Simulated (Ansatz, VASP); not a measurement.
**Two plane-wave programs on Zn**

```
Zn
1.0
     2.66480    0.00000    0.00000
    -1.33240    2.30778    0.00000
     0.00000    0.00000    4.94670
Zn
2
Direct
  0.33333 0.66667 0.25000
  0.66667 0.33333 0.75000
```

Alike in both runs: task electric field gradients; functional r2SCAN; k mesh 14 × 14 × 7; occupations fermi-dirac, width 0.05 eV; no spin polarisation.

```csv
,VASP,Ansatz
version,VASP 6.6.1,Ansatz 0.2.0
potentials or method,"VASP PAW PBE potentials, release 64 (Zn)","plane-wave PAW, scalar-relativistic"
plane-wave cutoff (eV),520,500
valence electrons in the cell,24,24
```

|  | VASP | Ansatz | Ansatz less VASP |
| --- | --- | --- | --- |
| pressure (GPa) | -4.1 | -4.4 | -0.29 |
| traceless stress, the component that is largest in VASP (GPa) | -0.30 | -0.17 | +0.129 |
| size of Vzz on the site where it differs most (V/Å²) | 41.7 | 42.6 | +0.94 |

VASP's potentials were made for PBE, not for r2SCAN.
